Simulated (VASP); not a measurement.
# Ru (P6_3/mmc) in VASP: notebook, part 3 of 3

VASP 6.6.1.

## Step 6: Single point, r2SCAN

The input, POSCAR:

```
Ru
1.0
    2.7059477279      0.0000000000      0.0000000000
   -1.3529738639      2.3434194737      0.0000000000
    0.0000000000      0.0000000000      4.2579056513
Ru
2
Direct
    0.3333333333      0.6666666667      0.2500000000
    0.6666666667      0.3333333333      0.7500000000
```

The input, INCAR.step1:

```
SYSTEM = Ru
PREC = Accurate
ENCUT = 520
ISMEAR = 1
SIGMA = 1.0
LREAL = .False.
LASPH = .True.
NELM = 80
NBANDS = 21
GGA = PE
ALGO = Normal
EDIFF = 1E-4
LWAVE = .True.
LCHARG = .False.
```

The input, INCAR.step2:

```
SYSTEM = Ru
PREC = Accurate
ENCUT = 520
EDIFF = 1E-6
ISMEAR = 1
SIGMA = 1.0
LREAL = .False.
LASPH = .True.
NELM = 80
ALGO = Normal
ISIF = 2
LWAVE = .False.
LCHARG = .False.
METAGGA = R2SCAN
LMIXTAU = .True.
NBANDS = 21
ISTART = 1
```

The input, KPOINTS:

```
regular mesh
0
Gamma
  13 13 8
  0 0 0
```

Potentials or basis: VASP PAW PBE potentials, release 64 (Ru_pv).

On the command line:

```console
cat potpaw_PBE.64/Ru_pv/POTCAR > POTCAR
cp INCAR.step1 INCAR
mpirun -np 1 vasp_std > vasp.out
cp INCAR.step2 INCAR
mpirun -np 1 vasp_std > vasp.out
```

OUTCAR:

```text
SYSTEM = Ru
   PREC = Accurate
   ENCUT = 520
   EDIFF = 1E-6
   ISMEAR = 1
   LREAL = .False.
   LASPH = .True.
   NELM = 80
   ISIF = 2
   METAGGA = R2SCAN
   ISTART = 1

 ion  position               nearest neighbor table
   1  0.333  0.667  0.250-   2 2.64   2 2.64   2 2.64   2 2.64   2 2.64   2 2.64
   2  0.667  0.333  0.750-   1 2.64   1 2.64   1 2.64   1 2.64   1 2.64   1 2.64

  LATTYP: Found a hexagonal cell.
 ALAT       =     2.7059477279
 C/A-ratio  =     1.5735358105

  Lattice vectors:

 A1 = (   2.7059477279,   0.0000000000,   0.0000000000)
 A2 = (  -1.3529738639,   2.3434194737,   0.0000000000)
 A3 = (   0.0000000000,   0.0000000000,   4.2579056513)

Analysis of symmetry for initial positions (statically):
=====================================================================
 Subroutine PRICEL returns:
 Original cell was already a primitive cell.

 Routine SETGRP: Setting up the symmetry group for a
 hexagonal supercell.

 Subroutine GETGRP returns: Found 24 space group operations
 (whereof 12 operations were pure point group operations)
 out of a pool of 24 trial point group operations.

[... 156 lines left out ...]

 Free energy of the ion-electron system (eV)
  ---------------------------------------------------
  ext. energy  EPLUGINS =         0.00000000
  ---------------------------------------------------
  free energy    TOTEN  =       -50.81776306 eV

  energy without entropy =      -50.94692575  energy(sigma->0) =      -50.86081729

 E-fermi :  12.8503     XC(G=0): -15.4497

 val. band max:       12.8198811234   @ k =   0.4615   0.0769   0.2500
 cond. band min:      12.8658204292   @ k =   0.0769   0.0000   0.3750
 fundamental gap:      0.0459393058
 Fermi energy:        12.8503162765

 k-point     1 :       0.0000    0.0000    0.0000
  band No.  band energies     occupation
      1     -32.2977      2.00000
      2     -31.2681      2.00000
      3     -31.2681      2.00000
      4     -31.0764      2.00000
      5     -31.0764      2.00000
      6     -31.0271      2.00000
[... 565 lines left out ...]
     20      21.2245     -0.00000
     21      24.5629     -0.00000

 [... further k-points ...]
[... 5 lines left out ...]
  --------------------------------------------------------------------------------------
  -------------------------------------------------------------------------------------
  Total        0.0144394      0.0144394      0.2197542      0.0000000      0.0000000     -0.0000000
  in kB        0.8568303      0.8568303     13.0401425      0.0000000      0.0000000     -0.0000000
  external PRESSURE =       4.9179343 kB  Pullay stress =       0.0000000 kB

 VOLUME and BASIS-vectors are now :
 -----------------------------------------------------------------------------
  energy-cutoff  :      520.00
  volume of cell :       27.00
      direct lattice vectors                 reciprocal lattice vectors
     2.705947728  0.000000000  0.000000000     0.369556289  0.213363423  0.000000000
    -1.352973864  2.343419474  0.000000000     0.000000000  0.426726846  0.000000000
     0.000000000  0.000000000  4.257905651     0.000000000  0.000000000  0.234857247

 POSITION                                       TOTAL-FORCE (eV/Angst)
 -----------------------------------------------------------------------------------
     -0.00000      1.56228      1.06448        -0.000000      0.000000      0.000000
      1.35297      0.78114      3.19343         0.000000     -0.000000      0.000000
 -----------------------------------------------------------------------------------
    total drift:                               -0.000000      0.000000     -0.000000

  FREE ENERGIE OF THE ION-ELECTRON SYSTEM (eV)
  ---------------------------------------------------
  free  energy   TOTEN  =       -50.8177630635 eV

  energy  without entropy=      -50.9469257474  energy(sigma->0) =      -50.86081729
```

OUTCAR.step1:

```text
SYSTEM = Ru
   PREC = Accurate
   ENCUT = 520
   ISMEAR = 1
   LREAL = .False.
   LASPH = .True.
[... 801 lines left out ...]
     -0.00000      1.56228      1.06448         0.000000      0.000000      0.000000
      1.35297      0.78114      3.19343        -0.000000     -0.000000      0.000000
 -----------------------------------------------------------------------------------
    total drift:                               -0.000000      0.000000     -0.000000

  FREE ENERGIE OF THE ION-ELECTRON SYSTEM (eV)
  ---------------------------------------------------
  free  energy   TOTEN  =       -18.4154605811 eV

  energy  without entropy=      -18.5519156723  energy(sigma->0) =      -18.46094561
```

Wall time 4.2 min (1 thread of Intel Xeon 8259CL, shared host); peak memory 0.18 GiB.

What came out:

* Free energy: -50.8178 eV
* Pressure: 0.5 GPa
* Band gap on the k mesh: zero (band 14 reaches 14.42 eV, above the bottom of band 15 at 11.17 eV)

Levels at points of the mesh, in eV from the Fermi level:
```csv
k point,band 11,band 12,band 13,band 14,band 15,band 16,band 17,band 18
"(0.00, 0.00, 0.00)",-2.51,-2.03,-2.03,-1.54,-1.54,1.22,1.22,1.41
"(0.00, 0.00, 0.50)",-2.95,-2.95,-2.84,-2.84,0.55,0.55,0.55,0.55
```

Caveat: the PAW data sets were made with another functional, which shifts forces and pressure a little.

## Step 7: The runs side by side

| k mesh | smearing | gap on the mesh (eV) | pressure (GPa) |
| --- | --- | --- | --- |
| 7 × 7 × 4 | fermi-dirac 0.1 eV | none | 2.1 |
| 13 × 13 × 8 | methfessel-paxton 0.2 eV | none | 1.3 |
| 13 × 13 × 8 | methfessel-paxton 0.3 eV | none | 1.3 |
| 13 × 13 × 8 | methfessel-paxton 0.6 eV | none | 1.2 |
| 13 × 13 × 8 | methfessel-paxton 1 eV | none | 0.5 |

Alike in all rows: task single point; level r2SCAN; potentials or basis VASP PAW PBE potentials, release 64 (Ru_pv); no spin polarisation; cell as given; cutoff (eV) 520.

Caveats: some runs use coarse meshes; the PAW data sets were made with another functional, which shifts forces and pressure a little.

Total energies depend on the potentials used, so only differences within one code and one set of settings carry meaning.
